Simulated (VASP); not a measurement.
# Si2W (I4/mmm) in VASP: notebook

The runs below take Si2W through single point, with PBEsol, PBE.

Program: VASP 6.6.1. These are calculated values, not measurements. Logs are shortened: lines on timing, memory, paths and dates and some standing lists are left out, and cuts for length are marked.

## Step 1: The cell of the first run

It takes space group I4/mmm (No. 139, tetragonal). The conventional cell has a = 3.214 Å, b = 3.214 Å, c = 7.986 Å, α = 90.00°, β = 90.00°, γ = 90.00°. Within 3.5 Å of W (site symmetry 4/mmm) lie 10 Si at 2.63 to 2.67 Å and 4 W at 3.21 Å. Within 3.5 Å of Si (site symmetry 4mm) lie 5 W at 2.63 to 2.67 Å and 9 Si at 2.64 to 3.21 Å.

## Step 2: Single point, PBEsol

Input file INCAR:

```
SYSTEM = Si2W
  PREC = Accurate
  ENCUT = 520
  EDIFF = 1E-6
  ISMEAR = -1
  SIGMA = 0.05
  LREAL = .FALSE.
  LASPH = .TRUE.
  NELM = 80
  ALGO = Normal
  ISIF = 2
  LWAVE = .FALSE.
  LCHARG = .FALSE.
  GGA = PS
  NBANDS = 18
```

Input file KPOINTS:

```
regular mesh
0
G
  10 10 10
  0 0 0
```

Input file POSCAR:

```
Si2W
1.0
   -1.6069000000      1.6069000000      3.9932490000
    1.6069000000     -1.6069000000      3.9932490000
    1.6069000000      1.6069000000     -3.9932490000
W Si
1 2
Direct
    0.0000000000      0.0000000000      0.0000000000
    0.6653000000      0.6653000000      0.0000000000
    0.3347000000      0.3347000000      0.0000000000
```

Potentials or basis: VASP PAW PBE potentials, release 64 (W_sv, Si).

Run with:

```bash
$ cat potpaw_PBE.64/W_sv/POTCAR potpaw_PBE.64/Si/POTCAR > POTCAR
$ mpirun -np 1 vasp_std > vasp.out
```

OUTCAR:

```text
SYSTEM = Si2W
   PREC = Accurate
   ENCUT = 520
   EDIFF = 1E-6
   ISMEAR = -1
   LREAL = .FALSE.
   LASPH = .TRUE.
   NELM = 80
   ISIF = 2
   GGA = PS

 ion  position               nearest neighbor table
   1  0.000  0.000  0.000-   2 2.63   2 2.63   3 2.63   2 2.63   3 2.63   3 2.63   2 2.63   3 2.63
                             2 2.67   3 2.67
   2  0.665  0.665  0.000-   1 2.63   1 2.63   1 2.63   1 2.63   3 2.64   3 2.64   3 2.64   3 2.64
                             3 2.64   1 2.67
   3  0.335  0.335  0.000-   1 2.63   1 2.63   1 2.63   1 2.63   2 2.64   2 2.64   2 2.64   2 2.64
                             2 2.64   1 2.67

  LATTYP: Found a body centered tetragonal cell.
 ALAT       =     3.2138000000
 C/A-ratio  =     2.4850637874

  Lattice vectors:

 A1 = (  -1.6069000000,   1.6069000000,   3.9932490000)
 A2 = (   1.6069000000,  -1.6069000000,   3.9932490000)
 A3 = (   1.6069000000,   1.6069000000,  -3.9932490000)

Analysis of symmetry for initial positions (statically):
=====================================================================
 Subroutine PRICEL returns:
 Original cell was already a primitive cell.

 Routine SETGRP: Setting up the symmetry group for a
 body centered tetragonal supercell.

 Subroutine GETGRP returns: Found 16 space group operations
 (whereof 16 operations were pure point group operations)
 out of a pool of 16 trial point group operations.

The static configuration has the point symmetry D_4h.

Analysis of symmetry for dynamics (positions and initial velocities):
=====================================================================
 Subroutine PRICEL returns:
 Original cell was already a primitive cell.

 Routine SETGRP: Setting up the symmetry group for a
 body centered tetragonal supercell.

 Subroutine GETGRP returns: Found 16 space group operations
 (whereof 16 operations were pure point group operations)
 out of a pool of 16 trial point group operations.

The dynamic configuration has the point symmetry D_4h.

 Subroutine INISYM returns: Found 16 space group operations
 (whereof 16 operations are pure point group operations),
 and found     1 'primitive' translations

----------------------------------------------------------------------------------------

                                     Primitive cell

  volume of cell :      41.2443

  direct lattice vectors                    reciprocal lattice vectors
[... 83 lines left out ...]
   ISPIN  =      1    spin polarized calculation?
   LNONCOLLINEAR =      F non collinear calculations
   LSORBIT =      F    spin-orbit coupling
   LASPH  =      T    aspherical Exc in radial PAW
   ENCUT  =  520.0 eV  38.22 Ry    6.18 a.u.   8.54  8.54  8.54*2*pi/ulx,y,z
   NELM   =     80;   NELMIN=  2; NELMDL= -5     # of ELM steps
   EDIFF  = 0.1E-05   stopping-criterion for ELM
   LREAL  =      F    real-space projection
   EDIFFG = 0.1E-04   stopping-criterion for IOM
   NSW    =      0    number of steps for IOM
   IBRION =     -1    ionic relax: 0-MD 1-quasi-New 2-CG
   NFREE  =      0    steps in history (QN), initial steepest desc. (CG)
   ISIF   =      2    stress and relaxation
   ISYM   =      2    0-nonsym 1-usesym 2-fastsym
   POTIM  = 0.5000    time-step for ionic-motion
   TEBEG  =    0.0;   TEEND  =   0.0 temperature during run
   PSTRESS=    0.0 pullay stress
   NELECT =      22.0000    total number of electrons
   NUPDOWN=      -1.0000    fix difference up-down
   EMIN   =  10.00;   EMAX   =-10.00  energy-range for DOS
   EFERMI =   0.00;   METHOD = LEGACY
   ISMEAR =    -1;   SIGMA  =   0.05  broadening in eV -4-tet -1-fermi 0-gaus
   EFERMI_NEDOS =   21; number of points for ismear=-14 and -15
   IALGO  =     38    algorithm
   IMIX   =      4    mixing-type and parameters
     AMIX     =   0.40;   BMIX     =  1.00
     AMIX_MAG =   1.60;   BMIX_MAG =  1.00
  volume/ion in A,a.u.               =      13.75        92.78
  Fermi-wavevector in a.u.,A,eV,Ry     =   1.327683  2.508957 23.983559  1.762742
  Thomas-Fermi vector in A             =   2.456977
   LORBIT       =      0    0 simple, 1 ext, 2 COOP (PROOUT), +10 PAW based schemes
   GGA     = PS    functional components
   LHFCALC =     F    Hartree Fock is set to
   AEXX    =    0.0000 exact exchange contribution
   IVDW    =     0    specifies the selected vdW correction
   LEPSILON=     F    determine dielectric tensor
   LRPA    =     F    only Hartree local field effects (RPA)
 non-spin polarized calculation
  energy-cutoff  :      520.00
  volume of cell :       41.24
 maximum number of plane-waves:      1132
 NGX is ok and might be reduce to    36
   NGX = 17   NGY = 17   NGZ = 17

 number of electron      22.0000001 magnetization

 Free energy of the ion-electron system (eV)
  ---------------------------------------------------
  ext. energy  EPLUGINS =         0.00000000
  ---------------------------------------------------
  free energy    TOTEN  =       -26.60402564 eV

  energy without entropy =      -26.59982717  energy(sigma->0) =      -26.60192640

 E-fermi :  11.6289     XC(G=0): -12.5143

 val. band max:       11.6019105864   @ k =  -0.4000   0.4000   0.4000
 cond. band min:      11.6367410350   @ k =   0.1000   0.0000   0.0000
 fundamental gap:      0.0348304486
 Fermi energy:        11.6288888308

 k-point     1 :       0.0000    0.0000    0.0000
  band No.  band energies     occupation
      1     -62.2614      2.00000
      2     -26.5224      2.00000
      3     -26.4791      2.00000
      4     -26.4791      2.00000
      5      -2.3276      2.00000
      6       4.7972      2.00000
[... 481 lines left out ...]
      5       1.9551      2.00000
      6       3.0545      2.00000
[... 10 lines left out ...]
     17      18.8296      0.00000
     18      20.3007      0.00000

 [... further k-points ...]
[... 5 lines left out ...]
  --------------------------------------------------------------------------------------
  -------------------------------------------------------------------------------------
  Total       -0.9566098     -0.9566098     -2.9328888      0.0000000      0.0000000      0.0000000
  in kB      -37.1604789    -37.1604789   -113.9310494      0.0000000      0.0000000      0.0000000
  external PRESSURE =     -62.7506690 kB  Pullay stress =       0.0000000 kB

 VOLUME and BASIS-vectors are now :
 -----------------------------------------------------------------------------
  energy-cutoff  :      520.00
  volume of cell :       41.24
      direct lattice vectors                 reciprocal lattice vectors
    -1.606900000  1.606900000  3.993249000     0.000000000  0.311158131  0.125211325
     1.606900000 -1.606900000  3.993249000     0.311158131  0.000000000  0.125211325
     1.606900000  1.606900000 -3.993249000     0.311158131  0.311158131  0.000000000

 POSITION                                       TOTAL-FORCE (eV/Angst)
 -----------------------------------------------------------------------------------
      0.00000      0.00000      0.00000        -0.000000     -0.000000      0.000000
      0.00000      0.00000      5.31342         0.000000      0.000000     -0.055359
      0.00000      0.00000      2.67308        -0.000000     -0.000000      0.055359
 -----------------------------------------------------------------------------------
    total drift:                               -0.000000     -0.000000      0.000000

  FREE ENERGIE OF THE ION-ELECTRON SYSTEM (eV)
  ---------------------------------------------------
  free  energy   TOTEN  =       -26.6040256383 eV

  energy  without entropy=      -26.5998271692  energy(sigma->0) =      -26.60192640
```

OSZICAR:

```text
N       E                     dE             d eps       ncg     rms          rms(c)
DAV:   1     0.126120637013E+03    0.12612E+03   -0.10763E+04  3672   0.122E+03
DAV:   2    -0.230887052764E+02   -0.14921E+03   -0.14558E+03  4212   0.316E+02
DAV:   3    -0.274699271928E+02   -0.43812E+01   -0.43329E+01  4532   0.488E+01
DAV:   4    -0.275077730728E+02   -0.37846E-01   -0.37788E-01  4378   0.482E+00
DAV:   5    -0.275081913136E+02   -0.41824E-03   -0.41821E-03  4364   0.537E-01    0.249E+01
DAV:   6    -0.267350085900E+02    0.77318E+00   -0.35861E+00  3940   0.132E+01    0.847E+00
DAV:   7    -0.266338421657E+02    0.10117E+00   -0.31988E-01  3958   0.303E+00    0.463E+00
DAV:   8    -0.266049051316E+02    0.28937E-01   -0.61995E-02  4122   0.187E+00    0.328E-01
DAV:   9    -0.266042058767E+02    0.69925E-03   -0.13001E-03  4226   0.291E-01    0.195E-01
DAV:  10    -0.266040319970E+02    0.17388E-03   -0.34308E-04  4432   0.157E-01    0.473E-02
DAV:  11    -0.266040253173E+02    0.66797E-05   -0.48817E-05  4218   0.492E-02    0.208E-02
DAV:  12    -0.266040256383E+02   -0.32098E-06   -0.22518E-06  3168   0.105E-02
   1 F= -.26604026E+02 E0= -.26601926E+02  d E =-.419847E-02
```

stdout:

```text
POSCAR found type information on POSCAR W Si
 POSCAR found :  2 types and       3 ions
 scaLAPACK will be used
 -----------------------------------------------------------------------------
|                                                                             |
|                                                                             |
|     You enforced a specific xc type in the INCAR file but a different       |
|     I HOPE YOU KNOW WHAT YOU ARE DOING!                                     |
|                                                                             |
 -----------------------------------------------------------------------------

 LDA part: xc-table for (Slater+PW92), standard interpolation
 POSCAR, INCAR and KPOINTS ok, starting setup
 FFT: planning ... GRIDC
 FFT: planning ... GRID_SOFT
 FFT: planning ... GRID
 WAVECAR not read
 entering main loop
```

It took 51 s on 1 thread of Intel Xeon Platinum 8488C (Sapphire Rapids), shared host; peak memory 0.24 GiB.

What came out:

```yaml
Free_energy: -26.6040 eV
Pressure: -6.3 GPa
Largest_force: 0.055 eV/Å
Band_gap_on_the_k_mesh: zero (band 11 reaches 12.39 eV, above the bottom of band 12 at 11.07 eV)
```

Forces on the atoms (eV/Å):
```
W    0.000  0.000  0.000
Si   0.000  0.000 -0.055
Si   0.000  0.000  0.055
```

Caveat: the PAW data sets were made with another functional, which shifts forces and pressure a little; spin-orbit coupling is left out, which moves the levels of the heavy elements.

## Step 3: Single point, PBEsol

This run uses another cell than the first one, of 14.02 Å³/atom, 1.020 times its volume.

Input file INCAR:

```
SYSTEM = Si2W
  PREC = Accurate
  ENCUT = 520
  EDIFF = 1E-7
  ISMEAR = -1
  SIGMA = 0.05
  LREAL = .FALSE.
  LASPH = .TRUE.
  NELM = 60
  ALGO = Normal
  ISIF = 2
  LWAVE = .FALSE.
  LCHARG = .TRUE.
  GGA = PS
  LELF = .TRUE.
  LVHAR = .TRUE.
  NBANDS = 18
```

Input file KPOINTS:

```
Automatic mesh
0
G
  10 10 10
  0 0 0
```

Input file POSCAR:

```
Si2W
1.0
   -1.6069000000      1.6069000000      4.0715480000
    1.6069000000     -1.6069000000      4.0715480000
    1.6069000000      1.6069000000     -4.0715480000
W Si
1 2
Direct
    0.0000000000      0.0000000000      0.0000000000
    0.6653000000      0.6653000000      0.0000000000
    0.3347000000      0.3347000000      0.0000000000
```

Potentials or basis: VASP PAW PBE potentials, release 64 (W_sv, Si).

Run with:

```bash
$ cat potpaw_PBE.64/W_sv/POTCAR potpaw_PBE.64/Si/POTCAR > POTCAR
$ mpirun -np 1 vasp_std > vasp.out
```

OUTCAR:

```text
SYSTEM = Si2W
   PREC = Accurate
   ENCUT = 520
   EDIFF = 1E-7
   ISMEAR = -1
   LREAL = .FALSE.
   LASPH = .TRUE.
   NELM = 60
   ISIF = 2
   GGA = PS

 ion  position               nearest neighbor table
   1  0.000  0.000  0.000-   2 2.64   2 2.64   2 2.64   3 2.64   2 2.64   3 2.64   3 2.64   3 2.64
                             2 2.73   3 2.73
   2  0.665  0.665  0.000-   1 2.64   1 2.64   1 2.64   1 2.64   3 2.66   3 2.66   3 2.66   3 2.66
                             3 2.69   1 2.73
   3  0.335  0.335  0.000-   1 2.64   1 2.64   1 2.64   1 2.64   2 2.66   2 2.66   2 2.66   2 2.66
                             2 2.69   1 2.73

  LATTYP: Found a body centered tetragonal cell.
 ALAT       =     3.2138000000
 C/A-ratio  =     2.5337905283

  Lattice vectors:

 A1 = (  -1.6069000000,   1.6069000000,   4.0715480000)
 A2 = (   1.6069000000,  -1.6069000000,   4.0715480000)
 A3 = (   1.6069000000,   1.6069000000,  -4.0715480000)

Analysis of symmetry for initial positions (statically):
=====================================================================
 Subroutine PRICEL returns:
 Original cell was already a primitive cell.

 Routine SETGRP: Setting up the symmetry group for a
 body centered tetragonal supercell.

[... 163 lines left out ...]
  free energy    TOTEN  =       -26.52645154 eV

  energy without entropy =      -26.52209360  energy(sigma->0) =      -26.52427257

 E-fermi :  11.3721     XC(G=0): -12.4245

 val. band max:       11.3372277033   @ k =  -0.3000  -0.4000   0.3000
 cond. band min:      11.3735755619   @ k =   0.3000   0.2000   0.2000
 fundamental gap:      0.0363478586
 Fermi energy:        11.3721327091

 k-point     1 :       0.0000    0.0000    0.0000
  band No.  band energies     occupation
      1     -62.5771      2.00000
      2     -26.8301      2.00000
      3     -26.7724      2.00000
      4     -26.7724      2.00000
      5      -2.4391      2.00000
      6       4.6016      2.00000
[... 481 lines left out ...]
      5       1.8043      2.00000
      6       2.9283      2.00000
[... 10 lines left out ...]
     17      18.5114      0.00000
     18      19.7674      0.00000

 [... further k-points ...]
[... 5 lines left out ...]
  --------------------------------------------------------------------------------------
  -------------------------------------------------------------------------------------
  Total       -1.4436763     -1.4436763     -5.0451971      0.0000000     -0.0000000     -0.0000000
  in kB      -55.0025925    -55.0025925   -192.2168560      0.0000000     -0.0000000     -0.0000000
  external PRESSURE =    -100.7406803 kB  Pullay stress =       0.0000000 kB

 VOLUME and BASIS-vectors are now :
 -----------------------------------------------------------------------------
  energy-cutoff  :      520.00
  volume of cell :       42.05
      direct lattice vectors                 reciprocal lattice vectors
    -1.606900000  1.606900000  4.071548000     0.000000000  0.311158131  0.122803415
     1.606900000 -1.606900000  4.071548000     0.311158131  0.000000000  0.122803415
     1.606900000  1.606900000 -4.071548000     0.311158131  0.311158131  0.000000000

 POSITION                                       TOTAL-FORCE (eV/Angst)
 -----------------------------------------------------------------------------------
      0.00000      0.00000      0.00000        -0.000000     -0.000000      0.000000
      0.00000      0.00000      5.41760        -0.000000     -0.000000     -0.110384
      0.00000      0.00000      2.72549         0.000000      0.000000      0.110384
 -----------------------------------------------------------------------------------
    total drift:                               -0.000000     -0.000000      0.000000

  FREE ENERGIE OF THE ION-ELECTRON SYSTEM (eV)
  ---------------------------------------------------
  free  energy   TOTEN  =       -26.5264515428 eV

  energy  without entropy=      -26.5220936036  energy(sigma->0) =      -26.52427257
```

OSZICAR:

```text
N       E                     dE             d eps       ncg     rms          rms(c)
DAV:   1     0.127863971725E+03    0.12786E+03   -0.10832E+04  3672   0.123E+03
DAV:   2    -0.228589500519E+02   -0.15072E+03   -0.14694E+03  4216   0.318E+02
DAV:   3    -0.274118963546E+02   -0.45529E+01   -0.44914E+01  4648   0.496E+01
DAV:   4    -0.274530844657E+02   -0.41188E-01   -0.41129E-01  4342   0.490E+00
DAV:   5    -0.274535354169E+02   -0.45095E-03   -0.45092E-03  4330   0.555E-01    0.240E+01
DAV:   6    -0.266659639964E+02    0.78757E+00   -0.38870E+00  3934   0.135E+01    0.788E+00
DAV:   7    -0.265594554219E+02    0.10651E+00   -0.40646E-01  3940   0.333E+00    0.460E+00
DAV:   8    -0.265274868736E+02    0.31969E-01   -0.74926E-02  4108   0.203E+00    0.335E-01
DAV:   9    -0.265266495365E+02    0.83734E-03   -0.16431E-03  4266   0.314E-01    0.195E-01
DAV:  10    -0.265264594444E+02    0.19009E-03   -0.41302E-04  4416   0.170E-01    0.519E-02
DAV:  11    -0.265264518955E+02    0.75488E-05   -0.60914E-05  4162   0.536E-02    0.220E-02
DAV:  12    -0.265264522563E+02   -0.36078E-06   -0.28250E-06  4316   0.116E-02    0.656E-03
DAV:  13    -0.265264515945E+02    0.66181E-06   -0.82183E-07  4076   0.777E-03    0.904E-04
DAV:  14    -0.265264515428E+02    0.51719E-07   -0.22250E-08  2066   0.131E-03
   1 F= -.26526452E+02 E0= -.26524273E+02  d E =-.435794E-02
```

stdout:

```text
POSCAR found type information on POSCAR W Si
 POSCAR found :  2 types and       3 ions
 scaLAPACK will be used
 -----------------------------------------------------------------------------
|                                                                             |
|                                                                             |
|     You enforced a specific xc type in the INCAR file but a different       |
|     I HOPE YOU KNOW WHAT YOU ARE DOING!                                     |
|                                                                             |
 -----------------------------------------------------------------------------

 LDA part: xc-table for (Slater+PW92), standard interpolation
 POSCAR, INCAR and KPOINTS ok, starting setup
 FFT: planning ... GRIDC
 FFT: planning ... GRID_SOFT
 FFT: planning ... GRID
 WAVECAR not read
 entering main loop
```

Run time: 58 s. Hardware: 1 thread of Intel Xeon Platinum 8488C (Sapphire Rapids), shared host; peak memory 0.24 GiB.

Results:

```yaml
Free_energy: -26.5265 eV
Pressure: -10.1 GPa
Largest_force: 0.110 eV/Å
Band_gap_on_the_k_mesh: zero (band 11 reaches 12.20 eV, above the bottom of band 12 at 10.80 eV)
```

Forces in eV/Å, atoms in the order of the input:
```
W    0.000  0.000  0.000
Si   0.000  0.000 -0.110
Si   0.000  0.000  0.110
```

Stress tensor (GPa, compression positive):
```
 -5.50   0.00   0.00
  0.00  -5.50   0.00
  0.00   0.00 -19.22
```

Levels at points of the mesh, in eV from the Fermi level:
```csv
k point,band 7,band 8,band 9,band 10,band 11,band 12,band 13,band 14,band 15,band 16
"(0.00, 0.00, 0.00)",-4.30,-3.28,-2.60,-2.60,0.74,2.72,3.02,3.20,3.20,4.02
"(0.50, 0.00, 0.00)",-5.78,-4.85,-2.78,-2.54,-0.34,2.68,2.91,3.41,3.74,5.24
"(0.50, 0.50, 0.00)",-5.82,-5.51,-4.84,-3.40,-1.74,2.26,2.90,2.93,3.26,4.11
"(0.50, 0.50, 0.50)",-3.70,-2.46,-0.61,-0.61,-0.57,-0.57,0.87,3.64,4.18,5.87
```

Caveat: the PAW data sets were made with another functional, which shifts forces and pressure a little; spin-orbit coupling is left out, which moves the levels of the heavy elements.

(Part 1 of 2 ends here.)
